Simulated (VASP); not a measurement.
# Si2Ni (Fm-3m) in VASP: notebook

The runs below take Si2Ni through single point, with PBE.

Everything below comes from runs of VASP 6.6.1. Logs are shortened: lines on timing, memory, paths and dates and some standing lists are left out, and cuts for length are marked.

## 1. The cell of the first run

It takes space group Fm-3m (No. 225, cubic). The conventional cell has a = 5.406 Å, b = 5.406 Å, c = 5.406 Å, α = 90.00°, β = 90.00°, γ = 90.00°. Ni (site symmetry m-3m) has 8 Si at 2.34 Å within 3.1 Å. Si (site symmetry -43m) has 4 Ni at 2.34 Å and 6 Si at 2.70 Å within 3.1 Å.

## 2. Single point, PBE, collinear spin, ferromagnetic start

Input file INCAR:

```
SYSTEM = Si2Ni
PREC = Accurate
ENCUT = 520
EDIFF = 1E-6
ISMEAR = 0
SIGMA = 0.022
LREAL = .FALSE.
LASPH = .TRUE.
NELM = 150
ALGO = Normal
ISIF = 2
LWAVE = .FALSE.
LCHARG = .FALSE.
ISPIN = 2
MAGMOM = 1 0 0
LORBIT = 11
LMAXMIX = 4
GGA = PE
NBANDS = 20
```

Input file KPOINTS:

```
Automatic mesh
0
G
  9 9 9
  0 0 0
```

Input file POSCAR:

```
Si2Ni
1.0
    0.0000000000      2.7030000000      2.7030000000
    2.7030000000      0.0000000000      2.7030000000
    2.7030000000      2.7030000000      0.0000000000
Ni Si
1 2
Direct
    0.0000000000      0.0000000000      0.0000000000
    0.7500000000      0.7500000000      0.7500000000
    0.2500000000      0.2500000000      0.2500000000
```

Potentials or basis: VASP PAW PBE potentials, release 64 (Ni, Si).

On the command line:

```
$ cat potpaw_PBE.64/Ni/POTCAR potpaw_PBE.64/Si/POTCAR > POTCAR
$ mpirun -np 1 vasp_std > vasp.out
```

OUTCAR:

```text
SYSTEM = Si2Ni
   PREC = Accurate
   ENCUT = 520
   EDIFF = 1E-6
   ISMEAR = 0
   LREAL = .FALSE.
   LASPH = .TRUE.
   NELM = 150
   ISIF = 2
   ISPIN = 2
   LORBIT = 11
   GGA = PE

 ion  position               nearest neighbor table
   1  0.000  0.000  0.000-   2 2.34   2 2.34   3 2.34   3 2.34   2 2.34   2 2.34   3 2.34   3 2.34

   2  0.750  0.750  0.750-   1 2.34   1 2.34   1 2.34   1 2.34   3 2.70   3 2.70   3 2.70   3 2.70
                             3 2.70   3 2.70
   3  0.250  0.250  0.250-   1 2.34   1 2.34   1 2.34   1 2.34   2 2.70   2 2.70   2 2.70   2 2.70
                             2 2.70   2 2.70

  LATTYP: Found a face centered cubic cell.
 ALAT       =     5.4060000000

  Lattice vectors:

 A1 = (   0.0000000000,   2.7030000000,   2.7030000000)
 A2 = (   2.7030000000,   0.0000000000,   2.7030000000)
 A3 = (   2.7030000000,   2.7030000000,   0.0000000000)

Analysis of symmetry for initial positions (statically):
=====================================================================
 Subroutine PRICEL returns:
 Original cell was already a primitive cell.

 Routine SETGRP: Setting up the symmetry group for a
 face centered cubic supercell.

 Subroutine GETGRP returns: Found 48 space group operations
 (whereof 48 operations were pure point group operations)
 out of a pool of 48 trial point group operations.

The static configuration has the point symmetry O_h .

Analysis of symmetry for dynamics (positions and initial velocities):
=====================================================================
 Subroutine PRICEL returns:
 Original cell was already a primitive cell.

 Routine SETGRP: Setting up the symmetry group for a
 face centered cubic supercell.

 Subroutine GETGRP returns: Found 48 space group operations
 (whereof 48 operations were pure point group operations)
 out of a pool of 48 trial point group operations.

The dynamic configuration has the point symmetry O_h .

Analysis of structural, dynamic, and magnetic symmetry:
=====================================================================
 Subroutine PRICEL returns:
 Original cell was already a primitive cell.

 Routine SETGRP: Setting up the symmetry group for a
 face centered cubic supercell.

 Subroutine GETGRP returns: Found 48 space group operations
 (whereof 48 operations were pure point group operations)
 out of a pool of 48 trial point group operations.

The overall configuration has the point symmetry O_h .

 Subroutine INISYM returns: Found 48 space group operations
 (whereof 48 operations are pure point group operations),
 and found     1 'primitive' translations

----------------------------------------------------------------------------------------

                                     Primitive cell

  volume of cell :      39.4974

  direct lattice vectors                    reciprocal lattice vectors
     0.000000000  2.703000000  2.703000000    -0.184979652  0.184979652  0.184979652
     2.703000000  0.000000000  2.703000000     0.184979652 -0.184979652  0.184979652
     2.703000000  2.703000000  0.000000000     0.184979652  0.184979652 -0.184979652

  length of vectors
     3.822619259  3.822619259  3.822619259     0.320394156  0.320394156  0.320394156

  position of ions in fractional coordinates (direct lattice)
     0.000000000  0.000000000  0.000000000
     0.750000000  0.750000000  0.750000000
     0.250000000  0.250000000  0.250000000

  ion indices of the primitive-cell ions
   primitive index   ion index
                 1           1
                 2           2
                 3           3

----------------------------------------------------------------------------------------

 KPOINTS: Automatic mesh

Automatic generation of k-mesh.
 Grid dimensions read from file:
 generate k-points for:    9    9    9

 Generating k-lattice:

  Cartesian coordinates                     Fractional coordinates (reciprocal lattice)
    -0.020553295  0.020553295  0.020553295     0.111111111  0.000000000  0.000000000
     0.020553295 -0.020553295  0.020553295     0.000000000  0.111111111  0.000000000
     0.020553295  0.020553295 -0.020553295     0.000000000  0.000000000  0.111111111

  Length of vectors
     0.035599351  0.035599351  0.035599351

  Shift w.r.t. Gamma in fractional coordinates (k-lattice)
     0.000000000  0.000000000  0.000000000

 Subroutine IBZKPT returns following result:
 ===========================================

 Found     35 irreducible k-points:

 Following reciprocal coordinates:
            Coordinates               Weight
  0.000000  0.000000  0.000000      1.000000
  0.111111  0.000000  0.000000      8.000000
  0.222222  0.000000  0.000000      8.000000
  0.333333  0.000000  0.000000      8.000000
  0.444444  0.000000  0.000000      8.000000
  0.111111  0.111111  0.000000      6.000000
[... 16 lines left out ...]
 -0.333333  0.333333  0.000000     12.000000
  0.444444  0.444444  0.000000      6.000000
 [... further k-points ...]
   k-points           NKPTS =     35   k-points in BZ     NKDIM =     35   number of bands    NBANDS=     20
   number of dos      NEDOS =    301   number of ions     NIONS =      3
   total plane-waves  NPLWV =  21952
   dimension x,y,z NGX =    28 NGY =   28 NGZ =   28
   dimension x,y,z NGXF=    56 NGYF=   56 NGZF=   56
   ions per type =               1   2
   NGX,Y,Z   is equivalent  to a cutoff of  12.18, 12.18, 12.18 a.u.
   NGXF,Y,Z  is equivalent  to a cutoff of  24.35, 24.35, 24.35 a.u.
 SYSTEM =  Si2Ni
   PREC   = accura    normal or accurate (medium, high low for compatibility)
   ISTART =      0    job   : 0-new  1-cont  2-samecut
   ICHARG =      2    charge: 1-file 2-atom 10-const
   ISPIN  =      2    spin polarized calculation?
   LNONCOLLINEAR =      F non collinear calculations
   LSORBIT =      F    spin-orbit coupling
   LASPH  =      T    aspherical Exc in radial PAW
   ENCUT  =  520.0 eV  38.22 Ry    6.18 a.u.   7.11  7.11  7.11*2*pi/ulx,y,z
   NELM   =    150;   NELMIN=  2; NELMDL= -5     # of ELM steps
   EDIFF  = 0.1E-05   stopping-criterion for ELM
   LREAL  =      F    real-space projection
   EDIFFG = 0.1E-04   stopping-criterion for IOM
   NSW    =      0    number of steps for IOM
   IBRION =     -1    ionic relax: 0-MD 1-quasi-New 2-CG
   NFREE  =      0    steps in history (QN), initial steepest desc. (CG)
   ISIF   =      2    stress and relaxation
   ISYM   =      2    0-nonsym 1-usesym 2-fastsym
   POTIM  = 0.5000    time-step for ionic-motion
   TEBEG  =    0.0;   TEEND  =   0.0 temperature during run
   PSTRESS=    0.0 pullay stress
   NELECT =      18.0000    total number of electrons
   NUPDOWN=      -1.0000    fix difference up-down
   EMIN   =  10.00;   EMAX   =-10.00  energy-range for DOS
   EFERMI =   0.00;   METHOD = LEGACY
   ISMEAR =     0;   SIGMA  =   0.02  broadening in eV -4-tet -1-fermi 0-gaus
   EFERMI_NEDOS =   21; number of points for ismear=-14 and -15
   IALGO  =     38    algorithm
   IMIX   =      4    mixing-type and parameters
     AMIX     =   0.40;   BMIX     =  1.00
     AMIX_MAG =   1.60;   BMIX_MAG =  1.00
  volume/ion in A,a.u.               =      13.17        88.85
  Fermi-wavevector in a.u.,A,eV,Ry     =   1.259823  2.380721 21.594550  1.587155
  Thomas-Fermi vector in A             =   2.393364
   LORBIT       =     11    0 simple, 1 ext, 2 COOP (PROOUT), +10 PAW based schemes
   GGA     = PE    functional components
   LHFCALC =     F    Hartree Fock is set to
   AEXX    =    0.0000 exact exchange contribution
   IVDW    =     0    specifies the selected vdW correction
   LEPSILON=     F    determine dielectric tensor
   LRPA    =     F    only Hartree local field effects (RPA)
 spin polarized calculation
 Gauss-broadening in eV      SIGMA  =   0.02
  energy-cutoff  :      520.00
  volume of cell :       39.50
 maximum number of plane-waves:      1073
   NGX = 15   NGY = 15   NGZ = 15

 number of electron      17.9999999 magnetization       0.0000323

 number of electron      17.9999999 magnetization      -0.0000257

 Free energy of the ion-electron system (eV)
  ---------------------------------------------------
  ext. energy  EPLUGINS =         0.00000000
  ---------------------------------------------------
  free energy    TOTEN  =       -17.36102240 eV

  energy without entropy =      -17.36077710  energy(sigma->0) =      -17.36089975

 E-fermi :  10.5215     XC(G=0): -11.5862

 val. band max:       10.4129234676   @ k =   0.3333   0.2222   0.0000
 cond. band min:      10.5317816939   @ k =   0.1111   0.1111   0.0000
 fundamental gap:      0.1188582263
 Fermi energy:        10.5214769902

 spin component 1

 k-point     1 :       0.0000    0.0000    0.0000
  band No.  band energies     occupation
      1      -3.3982      1.00000
      2       5.2546      1.00000
      3       5.2546      1.00000
      4       5.2546      1.00000
      5       6.9474      1.00000
      6       6.9474      1.00000
[... 12 lines left out ...]
     19      19.6253      0.00000
     20      23.3458      0.00000
[... 507 lines left out ...]
 k-point    24 :       0.4444    0.4444    0.0000
  band No.  band energies     occupation
      1       0.1832      1.00000
      2       2.9023      1.00000
      3       3.1934      1.00000
      4       5.8529      1.00000
      5       5.8529      1.00000
      6       6.9984      1.00000
[... 12 lines left out ...]
     19      24.2225      0.00000
     20      24.2225      0.00000

 [... further k-points ...]

 spin component 2

 k-point     1 :       0.0000    0.0000    0.0000
  band No.  band energies     occupation
      1      -3.3982      1.00000
      2       5.2546      1.00000
      3       5.2546      1.00000
      4       5.2546      1.00000
      5       6.9475      1.00000
      6       6.9475      1.00000
[... 12 lines left out ...]
     19      19.6254      0.00000
     20      23.3458      0.00000
[... 507 lines left out ...]
 k-point    24 :       0.4444    0.4444    0.0000
  band No.  band energies     occupation
      1       0.1832      1.00000
      2       2.9023      1.00000
      3       3.1934      1.00000
      4       5.8529      1.00000
      5       5.8529      1.00000
      6       6.9984      1.00000
[... 12 lines left out ...]
     19      24.2225      0.00000
     20      24.2225      0.00000

 [... further k-points ...]
[... 5 lines left out ...]
  --------------------------------------------------------------------------------------
  -------------------------------------------------------------------------------------
  Total        0.9445890      0.9445890      0.9445890      0.0000000      0.0000000      0.0000000
  in kB       38.3164550     38.3164550     38.3164550      0.0000000      0.0000000      0.0000000
  external PRESSURE =      38.3164550 kB  Pullay stress =       0.0000000 kB

 VOLUME and BASIS-vectors are now :
 -----------------------------------------------------------------------------
  energy-cutoff  :      520.00
  volume of cell :       39.50
      direct lattice vectors                 reciprocal lattice vectors
     0.000000000  2.703000000  2.703000000    -0.184979652  0.184979652  0.184979652
     2.703000000  0.000000000  2.703000000     0.184979652 -0.184979652  0.184979652
     2.703000000  2.703000000  0.000000000     0.184979652  0.184979652 -0.184979652

 POSITION                                       TOTAL-FORCE (eV/Angst)
 -----------------------------------------------------------------------------------
      0.00000      0.00000      0.00000        -0.000000     -0.000000     -0.000000
      4.05450      4.05450      4.05450        -0.000000     -0.000000     -0.000000
      1.35150      1.35150      1.35150         0.000000      0.000000      0.000000
 -----------------------------------------------------------------------------------
    total drift:                               -0.000000     -0.000000      0.000000

  FREE ENERGIE OF THE ION-ELECTRON SYSTEM (eV)
  ---------------------------------------------------
  free  energy   TOTEN  =       -17.3610224016 eV

  energy  without entropy=      -17.3607771013  energy(sigma->0) =      -17.36089975

 total charge

# of ion       s       p       d       tot
------------------------------------------
    1        0.560   0.795   8.452   9.807
    2        0.747   0.842   0.000   1.589
    3        0.747   0.842   0.000   1.589
--------------------------------------------------
tot          2.054   2.479   8.452  12.985

 magnetization (x)

# of ion       s       p       d       tot
------------------------------------------
    1       -0.000  -0.000   0.000   0.000
    2        0.000  -0.000   0.000   0.000
    3        0.000  -0.000   0.000   0.000
--------------------------------------------------
tot          0.000  -0.000   0.000   0.000
```

Run time: 27 s. Hardware: 1 thread of AMD EPYC 9R45 (Zen 5), shared host; peak memory 0.16 GiB.

What came out:

* Free energy: -17.3610 eV
* Pressure: 3.8 GPa
* Band gap on the k mesh: zero (filled and empty bands overlap)
* Net moment: 0.00 μB per cell
* Valence electrons inside the program's atomic spheres: Ni 9.81; Si 1.59

Caveat: the cell stands under pressure.

(Part 1 of 2 ends here.)
